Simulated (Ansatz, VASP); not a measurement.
**Rh in VASP and in Ansatz**

The input INCAR:

```
ALGO     = Normal         # electronic algorithm
EDIFF    = 1E-6           # SCF threshold, eV
EDIFFG   = -0.003         # ionic threshold
ENCUT    = 600            # plane-wave cutoff, eV
GGA      = PE             # functional
IBRION   = 2              # ionic algorithm
ISIF     = 3              # what is computed and relaxed
ISMEAR   = 0              # smearing method
LASPH    = True           # aspherical terms in the spheres
LCHARG   = False          # write CHGCAR
LREAL    = False          # projectors in reciprocal space
LWAVE    = False          # write WAVECAR
NELM     = 100            # most SCF steps
NSW      = 80             # ionic steps
PREC     = Accurate       # precision mode
SIGMA    = 0.1            # smearing width, eV
```

KPOINTS

```
k-points
0
Gamma
  24 24 24
```

POSCAR

```
Rh
1.0
    0.0000000000      1.9000000000      1.9000000000
    1.9000000000      0.0000000000      1.9000000000
    1.9000000000      1.9000000000      0.0000000000
Rh
1
Direct
    0.0000000000      0.0000000000      0.0000000000
```

Input for Ansatz:

```yaml
crystal:
  lattice:
    - [0.0, 1.9, 1.9]
    - [1.9, 0.0, 1.9]
    - [1.9, 1.9, 0.0]
  atoms:
    - { symbol: Rh, position: [0.0, 0.0, 0.0] }
scf:
  occupations: { method: gaussian, width: 0.1 }
output:
  forces: true
  stress: true
  eigenvalues: true
  write_density: true
  write_potential: true
  elf: true
  volumetric_format: npy
hamiltonian:
  xc: pbe
relax:
  f_tol: 0.003
  max_steps: 60
  cell: { stress_tol: 0.02 }
kpoints:
  mp_grid: { grid: [24, 24, 24] }
```

Alike in both runs: task relaxation of cell and atoms; functional PBE; k mesh 24 × 24 × 24; occupations gaussian, width 0.1 eV; no spin polarisation.

|  | VASP | Ansatz |
| --- | --- | --- |
| version | VASP 6.6.1 | Ansatz 0.2.0 |
| potentials or method | VASP PAW PBE potentials, release 64 (Rh_pv) | scalar-relativistic, plane waves, PAW |
| plane-wave cutoff (eV) | 600 | 420 |
| valence electrons in the cell | 15 | 17 |

```tsv
	VASP	Ansatz	Ansatz less VASP
gap on the k mesh at the Fermi level, each at its own relaxed structure (eV)	none	none	-
relaxed volume (Å³/atom)	14.04	14.04	+0.005
relaxed cell length with the largest relative difference (Å)	2.708	2.708	+0.0003
```

A gap of «none» marks a metal or a gap that the smearing closes. VASP's potentials hold 15 valence electrons a cell and Ansatz's 17, so a difference there can come from the potentials and not from the codes.
